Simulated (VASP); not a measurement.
# ScF3 (R-3m) in VASP: a series of runs

The runs below take ScF3 through single point, with LDA.

Program: VASP 6.6.1. These are calculated values, not measurements. Logs are shortened: lines on timing, memory, paths and dates and some standing lists are left out, and cuts for length are marked.

## Step 1: The cell of the first run

It takes space group R-3m (No. 166, trigonal). Conventional cell: a = 5.813 Å, b = 5.813 Å, c = 6.622 Å, α = 90.00°, β = 90.00°, γ = 120.00°. Sc (site symmetry -3m) has 6 F at 2.01 Å within 2.7 Å. F (site symmetry 2/m) has 2 Sc at 2.01 Å within 2.7 Å.

## Step 2: Single point, LDA

INCAR reads:

```
PREC = Accurate
ENCUT = 520
EDIFF = 1E-6
ISMEAR = 0
SIGMA = 0.05
LREAL = False
LASPH = True
NELM = 100
ALGO = Normal
ISIF = 2
LWAVE = False
LCHARG = True
LELF = True
LVHAR = True
NBANDS = 24
```

KPOINTS reads:

```
Automatic mesh
0
Gamma
  6 6 6
```

POSCAR reads:

```
ScF3
1.0
    4.0147793626     -0.0959162305     -0.0959162305
   -0.0959162305      4.0147793626     -0.0959162305
   -0.0959162305     -0.0959162305      4.0147793626
Sc F
1 3
Direct
    0.0000000000      0.0000000000      0.0000000000
    0.5000000000      0.0000000000      0.0000000000
    0.0000000000      0.5000000000      0.0000000000
    0.0000000000      0.0000000000      0.5000000000
```

Potentials or basis: VASP PAW LDA potentials, release 64 (Sc_sv, F).

On the command line:

```
> cat potpaw_LDA.64/Sc_sv/POTCAR potpaw_LDA.64/F/POTCAR > POTCAR
> mpirun -np 1 vasp_std > vasp.out
```

OUTCAR:

```text
PREC = Accurate
   ENCUT = 520
   EDIFF = 1E-6
   ISMEAR = 0
   LREAL = False
   LASPH = True
   NELM = 100
   ISIF = 2

 ion  position               nearest neighbor table
   1  0.000  0.000  0.000-   2 2.01   3 2.01   4 2.01   4 2.01   3 2.01   2 2.01
   2  0.500  0.000  0.000-   1 2.01   1 2.01
   3  0.000  0.500  0.000-   1 2.01   1 2.01
   4  0.000  0.000  0.500-   1 2.01   1 2.01

  LATTYP: Found a trigonal (rhomboedric) cell.
 ALAT       =     4.0170702230
 COS(alpha) =    -0.0471569688

  Lattice vectors:

 A1 = (   4.0147793626,  -0.0959162305,  -0.0959162305)
 A2 = (  -0.0959162305,   4.0147793626,  -0.0959162305)
 A3 = (  -0.0959162305,  -0.0959162305,   4.0147793626)

Analysis of symmetry for initial positions (statically):
=====================================================================
 Subroutine PRICEL returns:
 Original cell was already a primitive cell.

 Routine SETGRP: Setting up the symmetry group for a
 trigonal (rhombohedral) supercell.

 Subroutine GETGRP returns: Found 12 space group operations
 (whereof 12 operations were pure point group operations)
 out of a pool of 12 trial point group operations.

The static configuration has the point symmetry D_3d.

Analysis of symmetry for dynamics (positions and initial velocities):
=====================================================================
 Subroutine PRICEL returns:
 Original cell was already a primitive cell.

 Routine SETGRP: Setting up the symmetry group for a
 trigonal (rhombohedral) supercell.

 Subroutine GETGRP returns: Found 12 space group operations
 (whereof 12 operations were pure point group operations)
 out of a pool of 12 trial point group operations.

The dynamic configuration has the point symmetry D_3d.

 Subroutine INISYM returns: Found 12 space group operations
 (whereof 12 operations are pure point group operations),
 and found     1 'primitive' translations

----------------------------------------------------------------------------------------

                                     Primitive cell

  volume of cell :      64.5995

  direct lattice vectors                    reciprocal lattice vectors
     4.014779363 -0.095916231 -0.095916231     0.249371325  0.006103494  0.006103494
    -0.095916231  4.014779363 -0.095916231     0.006103494  0.249371325  0.006103494
    -0.095916231 -0.095916231  4.014779363     0.006103494  0.006103494  0.249371325

  length of vectors
[... 82 lines left out ...]
   LSORBIT =      F    spin-orbit coupling
   LASPH  =      T    aspherical Exc in radial PAW
   ENCUT  =  520.0 eV  38.22 Ry    6.18 a.u.   7.47  7.47  7.47*2*pi/ulx,y,z
   NELM   =    100;   NELMIN=  2; NELMDL= -5     # of ELM steps
   EDIFF  = 0.1E-05   stopping-criterion for ELM
   LREAL  =      F    real-space projection
   EDIFFG = 0.1E-04   stopping-criterion for IOM
   NSW    =      0    number of steps for IOM
   IBRION =     -1    ionic relax: 0-MD 1-quasi-New 2-CG
   NFREE  =      0    steps in history (QN), initial steepest desc. (CG)
   ISIF   =      2    stress and relaxation
   ISYM   =      2    0-nonsym 1-usesym 2-fastsym
   POTIM  = 0.5000    time-step for ionic-motion
   TEBEG  =    0.0;   TEEND  =   0.0 temperature during run
   PSTRESS=    0.0 pullay stress
   NELECT =      32.0000    total number of electrons
   NUPDOWN=      -1.0000    fix difference up-down
   EMIN   =  10.00;   EMAX   =-10.00  energy-range for DOS
   EFERMI =   0.00;   METHOD = LEGACY
   ISMEAR =     0;   SIGMA  =   0.05  broadening in eV -4-tet -1-fermi 0-gaus
   EFERMI_NEDOS =   21; number of points for ismear=-14 and -15
   IALGO  =     38    algorithm
   IMIX   =      4    mixing-type and parameters
     AMIX     =   0.40;   BMIX     =  1.00
     AMIX_MAG =   1.60;   BMIX_MAG =  1.00
  volume/ion in A,a.u.               =      16.15       108.98
  Fermi-wavevector in a.u.,A,eV,Ry     =   1.295334  2.447827 22.829091  1.677891
  Thomas-Fermi vector in A             =   2.426861
   LORBIT       =      0    0 simple, 1 ext, 2 COOP (PROOUT), +10 PAW based schemes
   GGA     = CA    functional components
   LHFCALC =     F    Hartree Fock is set to
   AEXX    =    0.0000 exact exchange contribution
   IVDW    =     0    specifies the selected vdW correction
   LEPSILON=     F    determine dielectric tensor
   LRPA    =     F    only Hartree local field effects (RPA)
 non-spin polarized calculation
 Gauss-broadening in eV      SIGMA  =   0.05
  energy-cutoff  :      520.00
  volume of cell :       64.60
 maximum number of plane-waves:      1757
 NGX is ok and might be reduce to    30
   NGX = 15   NGY = 15   NGZ = 15

 number of electron      31.9999932 magnetization

 Free energy of the ion-electron system (eV)
  ---------------------------------------------------
  ext. energy  EPLUGINS =         0.00000000
  ---------------------------------------------------
  free energy    TOTEN  =       -29.55392963 eV

  energy without entropy =      -29.55392963  energy(sigma->0) =      -29.55392963

 E-fermi :  -3.4307     XC(G=0):  -8.8761

 val. band max:       -3.8266162691   @ k =   0.5000   0.5000   0.5000
 cond. band min:       2.2722731958   @ k =   0.0000   0.0000   0.0000
 fundamental gap:      6.0988894648
 Fermi energy:        -3.4307425814

 k-point     1 :       0.0000    0.0000    0.0000
  band No.  band energies     occupation
      1     -49.1555      2.00000
      2     -28.1957      2.00000
      3     -28.1876      2.00000
      4     -28.1876      2.00000
      5     -23.5083      2.00000
      6     -23.2121      2.00000
[... 637 lines left out ...]
     23       8.5501      0.00000
     24      10.1286      0.00000

 [... further k-points ...]
[... 5 lines left out ...]
  --------------------------------------------------------------------------------------
  -------------------------------------------------------------------------------------
  Total       -1.0318185     -1.0318185     -1.0318185      0.3467946      0.3467946      0.3467946
  in kB      -25.5908670    -25.5908670    -25.5908670      8.6010992      8.6010992      8.6010992
  external PRESSURE =     -25.5908670 kB  Pullay stress =       0.0000000 kB

 VOLUME and BASIS-vectors are now :
 -----------------------------------------------------------------------------
  energy-cutoff  :      520.00
  volume of cell :       64.60
      direct lattice vectors                 reciprocal lattice vectors
     4.014779363 -0.095916231 -0.095916231     0.249371325  0.006103494  0.006103494
    -0.095916231  4.014779363 -0.095916231     0.006103494  0.249371325  0.006103494
    -0.095916231 -0.095916231  4.014779363     0.006103494  0.006103494  0.249371325

 POSITION                                       TOTAL-FORCE (eV/Angst)
 -----------------------------------------------------------------------------------
      0.00000      0.00000      0.00000        -0.000000      0.000000      0.000000
      2.00739     -0.04796     -0.04796        -0.000000      0.000000      0.000000
     -0.04796      2.00739     -0.04796        -0.000000      0.000000     -0.000000
     -0.04796     -0.04796      2.00739         0.000000     -0.000000      0.000000
 -----------------------------------------------------------------------------------
    total drift:                                0.000000      0.000000      0.000000

  FREE ENERGIE OF THE ION-ELECTRON SYSTEM (eV)
  ---------------------------------------------------
  free  energy   TOTEN  =       -29.5539296328 eV

  energy  without entropy=      -29.5539296328  energy(sigma->0) =      -29.55392963
```

OSZICAR:

```text
N       E                     dE             d eps       ncg     rms          rms(c)
DAV:   1     0.399342584306E+03    0.39934E+03   -0.15292E+04  1552   0.139E+03
DAV:   2     0.208834085042E+01   -0.39725E+03   -0.37304E+03  1992   0.431E+02
DAV:   3    -0.333735688370E+02   -0.35462E+02   -0.35093E+02  2272   0.152E+02
DAV:   4    -0.340401350860E+02   -0.66657E+00   -0.66625E+00  1744   0.198E+01
DAV:   5    -0.340590277414E+02   -0.18893E-01   -0.18887E-01  2200   0.340E+00    0.162E+01
DAV:   6    -0.297319335535E+02    0.43271E+01   -0.12266E+01  2296   0.481E+01    0.730E+00
DAV:   7    -0.296196194643E+02    0.11231E+00   -0.80429E-01  1912   0.656E+00    0.419E+00
DAV:   8    -0.295619319548E+02    0.57688E-01   -0.26539E-01  2328   0.555E+00    0.781E-01
DAV:   9    -0.295671068561E+02   -0.51749E-02   -0.18611E-01  1824   0.303E+00    0.112E+00
DAV:  10    -0.295539616550E+02    0.13145E-01   -0.66945E-02  2224   0.222E+00    0.144E-01
DAV:  11    -0.295541116616E+02   -0.15001E-03   -0.28049E-03  2208   0.831E-01    0.118E-01
DAV:  12    -0.295539263228E+02    0.18534E-03   -0.41593E-04  2072   0.385E-01    0.170E-02
DAV:  13    -0.295539319656E+02   -0.56428E-05   -0.31210E-05  2256   0.463E-02    0.163E-02
DAV:  14    -0.295539298803E+02    0.20853E-05   -0.20297E-05  2120   0.369E-02    0.402E-03
DAV:  15    -0.295539296328E+02    0.24749E-06   -0.82666E-07  1256   0.123E-02
   1 F= -.29553930E+02 E0= -.29553930E+02  d E =-.335555E-30
```

stdout:

```text
POSCAR found type information on POSCAR ScF
 POSCAR found :  2 types and       4 ions
 scaLAPACK will be used
 LDA part: xc-table for (Slater(with rela. corr.)+CA(PZ))
 , standard interpolation
 POSCAR, INCAR and KPOINTS ok, starting setup
 FFT: planning ... GRIDC
 FFT: planning ... GRID_SOFT
 FFT: planning ... GRID
 WAVECAR not read
 entering main loop
```

Wall time 21 s (1 thread of Intel Xeon 6975P-C (Granite Rapids), shared host); peak memory 0.17 GiB.

What came out:

```yaml
Free_energy: -29.5539 eV
Pressure: -2.6 GPa
Band_gap_on_the_k_mesh: 6.10 eV, indirect (least direct gap 6.53 eV)
```

Levels at points of the mesh, in eV from the valence-band top:
| k point | band 13 | band 14 | band 15 | band 16 | band 17 | band 18 | band 19 | band 20 |
| --- | --- | --- | --- | --- | --- | --- | --- | --- |
| (0.00, 0.00, 0.00) | -0.68 | -0.44 | -0.44 | -0.44 | 6.10 | 6.14 | 6.14 | 7.61 |
| (0.50, 0.00, 0.00) | -1.18 | -0.72 | -0.68 | -0.43 | 6.17 | 7.05 | 7.06 | 7.93 |
| (0.50, 0.50, 0.00) | -1.12 | -0.98 | -0.98 | -0.01 | 7.05 | 7.13 | 7.73 | 8.58 |
| (0.50, 0.50, 0.50) | -2.21 | 0.00 | 0.00 | 0.00 | 7.71 | 7.81 | 7.81 | 10.70 |

 A k mesh can miss the band edges.

## Step 3: Single point, LDA

INCAR reads:

```
SYSTEM = ScF3
ALGO     = Normal         ! electronic algorithm
EDIFF    = 1E-7           ! SCF threshold, eV
ENCUT    = 520            ! plane-wave cutoff, eV
GGA      = CA             ! functional
ISIF     = 2              ! what is computed and relaxed
ISMEAR   = 0              ! smearing method
LASPH    = .True.         ! aspherical terms in the spheres
LCHARG   = .True.         ! write CHGCAR
LELF     = .True.         ! ELF
LREAL    = .False.        ! projectors in reciprocal space
LVHAR    = .True.       
LWAVE    = .False.        ! write WAVECAR
NBANDS   = 24             ! bands
NELM     = 80             ! most SCF steps
PREC     = Accurate       ! precision mode
SIGMA    = 0.05           ! smearing width, eV
```

KPOINTS reads:

```
k-points
0
Gamma
  6 6 6
  0 0 0
```

POSCAR reads:

```
ScF3
1.0
    4.0151136577      0.1042886664      0.1042886664
    0.1042886664      4.0151136577      0.1042886664
    0.1042886664      0.1042886664      4.0151136577
Sc F
1 3
Direct
    0.0000000000      0.0000000000      0.0000000000
    0.5000000000      0.0000000000      0.0000000000
    0.0000000000      0.5000000000      0.0000000000
    0.0000000000      0.0000000000      0.5000000000
```

Potentials or basis: VASP PAW LDA potentials, release 64 (Sc_sv, F).

On the command line:

```
> cat potpaw_LDA.64/Sc_sv/POTCAR potpaw_LDA.64/F/POTCAR > POTCAR
> mpirun -np 1 vasp_std > vasp.out
```

OUTCAR:

```text
SYSTEM = ScF3
   EDIFF = 1E-7
   ENCUT = 520
   GGA = CA
   ISIF = 2
   ISMEAR = 0
   LASPH = .True.
   LREAL = .False.
   NELM = 80
   PREC = Accurate

 ion  position               nearest neighbor table
   1  0.000  0.000  0.000-   2 2.01   3 2.01   4 2.01   4 2.01   3 2.01   2 2.01
   2  0.500  0.000  0.000-   1 2.01   1 2.01
   3  0.000  0.500  0.000-   1 2.01   1 2.01
   4  0.000  0.000  0.500-   1 2.01   1 2.01

  LATTYP: Found a trigonal (rhomboedric) cell.
 ALAT       =     4.0178215411
 COS(alpha) =     0.0525517938

  Lattice vectors:

 A1 = (   4.0151136577,   0.1042886664,   0.1042886664)
 A2 = (   0.1042886664,   4.0151136577,   0.1042886664)
 A3 = (   0.1042886664,   0.1042886664,   4.0151136577)

Analysis of symmetry for initial positions (statically):
=====================================================================
 Subroutine PRICEL returns:
 Original cell was already a primitive cell.

 Routine SETGRP: Setting up the symmetry group for a
 trigonal (rhombohedral) supercell.

 Subroutine GETGRP returns: Found 12 space group operations
 (whereof 12 operations were pure point group operations)
 out of a pool of 12 trial point group operations.

The static configuration has the point symmetry D_3d.

Analysis of symmetry for dynamics (positions and initial velocities):
=====================================================================
 Subroutine PRICEL returns:
 Original cell was already a primitive cell.

 Routine SETGRP: Setting up the symmetry group for a
 trigonal (rhombohedral) supercell.

 Subroutine GETGRP returns: Found 12 space group operations
 (whereof 12 operations were pure point group operations)
 out of a pool of 12 trial point group operations.

The dynamic configuration has the point symmetry D_3d.

[... 111 lines left out ...]
   TEBEG  =    0.0;   TEEND  =   0.0 temperature during run
   PSTRESS=    0.0 pullay stress
   NELECT =      32.0000    total number of electrons
   NUPDOWN=      -1.0000    fix difference up-down
   EMIN   =  10.00;   EMAX   =-10.00  energy-range for DOS
   EFERMI =   0.00;   METHOD = LEGACY
   ISMEAR =     0;   SIGMA  =   0.05  broadening in eV -4-tet -1-fermi 0-gaus
   EFERMI_NEDOS =   21; number of points for ismear=-14 and -15
   IALGO  =     38    algorithm
   IMIX   =      4    mixing-type and parameters
     AMIX     =   0.40;   BMIX     =  1.00
     AMIX_MAG =   1.60;   BMIX_MAG =  1.00
  volume/ion in A,a.u.               =      16.15       108.98
  Fermi-wavevector in a.u.,A,eV,Ry     =   1.295334  2.447827 22.829091  1.677891
  Thomas-Fermi vector in A             =   2.426861
   LORBIT       =      0    0 simple, 1 ext, 2 COOP (PROOUT), +10 PAW based schemes
   GGA     = CA    functional components
   LHFCALC =     F    Hartree Fock is set to
   AEXX    =    0.0000 exact exchange contribution
   IVDW    =     0    specifies the selected vdW correction
   LEPSILON=     F    determine dielectric tensor
   LRPA    =     F    only Hartree local field effects (RPA)
 non-spin polarized calculation
 Gauss-broadening in eV      SIGMA  =   0.05
  energy-cutoff  :      520.00
  volume of cell :       64.60
 maximum number of plane-waves:      1761
 NGX is ok and might be reduce to    30
   NGX = 15   NGY = 15   NGZ = 15

 number of electron      31.9999923 magnetization

 Free energy of the ion-electron system (eV)
  ---------------------------------------------------
  ext. energy  EPLUGINS =         0.00000000
  ---------------------------------------------------
  free energy    TOTEN  =       -29.54825564 eV

  energy without entropy =      -29.54825564  energy(sigma->0) =      -29.54825564

 E-fermi :  -3.4938     XC(G=0):  -8.8762

 val. band max:       -3.8198470327   @ k =   0.5000   0.5000   0.5000
 cond. band min:       2.2858069215   @ k =   0.0000   0.0000   0.0000
 fundamental gap:      6.1056539542
 Fermi energy:        -3.4937820165

 k-point     1 :       0.0000    0.0000    0.0000
  band No.  band energies     occupation
      1     -49.1581      2.00000
      2     -28.1950      2.00000
      3     -28.1950      2.00000
      4     -28.1872      2.00000
      5     -23.5060      2.00000
      6     -23.2065      2.00000
[... 637 lines left out ...]
     23       8.5167      0.00000
     24      10.0479      0.00000

 [... further k-points ...]
[... 5 lines left out ...]
  --------------------------------------------------------------------------------------
  -------------------------------------------------------------------------------------
  Total       -1.0379273     -1.0379273     -1.0379273     -0.4169899     -0.4169899     -0.4169899
  in kB      -25.7423759    -25.7423759    -25.7423759    -10.3420645    -10.3420645    -10.3420645
  external PRESSURE =     -25.7423759 kB  Pullay stress =       0.0000000 kB

 VOLUME and BASIS-vectors are now :
 -----------------------------------------------------------------------------
  energy-cutoff  :      520.00
  volume of cell :       64.60
      direct lattice vectors                 reciprocal lattice vectors
     4.015113658  0.104288666  0.104288666     0.249386931 -0.006313593 -0.006313593
     0.104288666  4.015113658  0.104288666    -0.006313593  0.249386931 -0.006313593
     0.104288666  0.104288666  4.015113658    -0.006313593 -0.006313593  0.249386931

 POSITION                                       TOTAL-FORCE (eV/Angst)
 -----------------------------------------------------------------------------------
      0.00000      0.00000      0.00000        -0.000000     -0.000000     -0.000000
      2.00756      0.05214      0.05214         0.000000     -0.000000      0.000000
      0.05214      2.00756      0.05214         0.000000     -0.000000     -0.000000
      0.05214      0.05214      2.00756        -0.000000      0.000000     -0.000000
 -----------------------------------------------------------------------------------
    total drift:                                0.000000      0.000000      0.000000

  FREE ENERGIE OF THE ION-ELECTRON SYSTEM (eV)
  ---------------------------------------------------
  free  energy   TOTEN  =       -29.5482556385 eV

  energy  without entropy=      -29.5482556385  energy(sigma->0) =      -29.54825564
```

OSZICAR:

```text
N       E                     dE             d eps       ncg     rms          rms(c)
DAV:   1     0.400077948239E+03    0.40008E+03   -0.15176E+04  1544   0.138E+03
DAV:   2     0.280758973548E+01   -0.39727E+03   -0.37245E+03  1936   0.432E+02
DAV:   3    -0.333424161664E+02   -0.36150E+02   -0.35739E+02  2272   0.152E+02
DAV:   4    -0.340388931864E+02   -0.69648E+00   -0.69608E+00  1800   0.203E+01
DAV:   5    -0.340588861445E+02   -0.19993E-01   -0.19991E-01  2192   0.335E+00    0.162E+01
DAV:   6    -0.297272825189E+02    0.43316E+01   -0.12285E+01  2304   0.481E+01    0.729E+00
DAV:   7    -0.296141957130E+02    0.11309E+00   -0.80218E-01  1920   0.655E+00    0.418E+00
DAV:   8    -0.295562149349E+02    0.57981E-01   -0.26666E-01  2352   0.555E+00    0.777E-01
DAV:   9    -0.295611913435E+02   -0.49764E-02   -0.18407E-01  1824   0.301E+00    0.111E+00
DAV:  10    -0.295482984599E+02    0.12893E-01   -0.66209E-02  2200   0.221E+00    0.145E-01
DAV:  11    -0.295484303556E+02   -0.13190E-03   -0.27684E-03  2232   0.826E-01    0.117E-01
DAV:  12    -0.295482531565E+02    0.17720E-03   -0.41552E-04  2096   0.385E-01    0.181E-02
DAV:  13    -0.295482576347E+02   -0.44782E-05   -0.26175E-05  2104   0.411E-02    0.158E-02
DAV:  14    -0.295482558278E+02    0.18069E-05   -0.18517E-05  2128   0.353E-02    0.389E-03
DAV:  15    -0.295482556647E+02    0.16313E-06   -0.14949E-06  2272   0.125E-02    0.124E-03
DAV:  16    -0.295482556385E+02    0.26160E-07   -0.34901E-08  1200   0.311E-03
   1 F= -.29548256E+02 E0= -.29548256E+02  d E =-.279973E-21
```

It took 23 s on 1 thread of Intel Xeon 6975P-C (Granite Rapids), shared host; peak memory 0.17 GiB.

What came out:

| Item | Value |
| --- | --- |
| Free energy | -29.5483 eV |
| Pressure | -2.6 GPa |
| Band gap on the k mesh | 6.11 eV, indirect (least direct gap 6.52 eV) |

 A k mesh can miss the band edges.
